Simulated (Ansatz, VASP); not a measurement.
Given: the input of a run of Ansatz 0.2.0 on P.

Contents of input.yaml:

```yaml
crystal:
  lattice:
    - [1.6477431241, -5.4650377251, 0.0]
    - [1.6477431241, 5.4650377251, 0.0]
    - [0.0, 0.0, 4.54363559]
  atoms:
    - { symbol: P, position: [0.90414313, 0.09585687, 0.58881517] }
    - { symbol: P, position: [0.09585687, 0.90414313, 0.41118483] }
    - { symbol: P, position: [0.59585687, 0.40414313, 0.08881517] }
    - { symbol: P, position: [0.40414313, 0.59585687, 0.91118483] }
hamiltonian:
  xc: pbe
  pseudopotentials: { kind: paw }
kpoints:
  mp_grid: { grid: [8, 8, 6] }
scf:
  occupations: { method: gaussian, width: 0.018 }
output:
  forces: true
  stress: true
  eigenvalues: true
```

Potentials or basis: Ansatz PAW.

Run with:

```bash
$ ansatz run input.yaml --threads 2 --pin off --max-ram 5632MiB --backend cpu --events-out ev --progress --plain --runs-dir out
```

Task: Set up the same calculation for VASP 6.6.1. Potentials there: VASP PAW PBE potentials, release 64 (P).

Result: As run (the cutoff follows the program's own potentials):

Contents of INCAR:

```
  ALGO = Normal
  EDIFF = 1E-6
  ENCUT = 520
  GGA = PE
  ISIF = 2
  ISMEAR = 0
  LASPH = T
  LCHARG = F
  LREAL = F
  LWAVE = F
  NBANDS = 18
  NELM = 80
  PREC = Accurate
  SIGMA = 0.018000000000000002
```

KPOINTS

```
k-points
0
Gamma
  8 8 6
```

POSCAR

```
P
1.0
    1.6477431241     -5.4650377251      0.0000000000
    1.6477431241      5.4650377251      0.0000000000
    0.0000000000      0.0000000000      4.5436355900
P
4
Direct
    0.9041431300      0.0958568700      0.5888151700
    0.0958568700      0.9041431300      0.4111848300
    0.5958568700      0.4041431300      0.0888151700
    0.4041431300      0.5958568700      0.9111848300
```

Potentials or basis: VASP PAW PBE potentials, release 64 (P).

Launch:

```sh
$ cat potpaw_PBE.64/P/POTCAR > POTCAR
$ mpirun -np 1 vasp_std > vasp.out
```

Both were run:

|  | VASP | Ansatz | Ansatz less VASP |
| --- | --- | --- | --- |
| gap on the k mesh at the Fermi level (eV) | 0.11 | 0.10 | -0.015 |
| least direct gap on the mesh (eV) | 0.11 | 0.10 | -0.015 |
| pressure (GPa) | 1.7 | 2.0 | +0.33 |
| traceless stress, the component that is largest in VASP (GPa) | 0.20 | 0.22 | +0.019 |
| rms of the force components (eV/Å) | 0.166 | 0.195 | +0.0290 |

Atom by atom the forces differ by 0.031 eV/Å (rms over components).
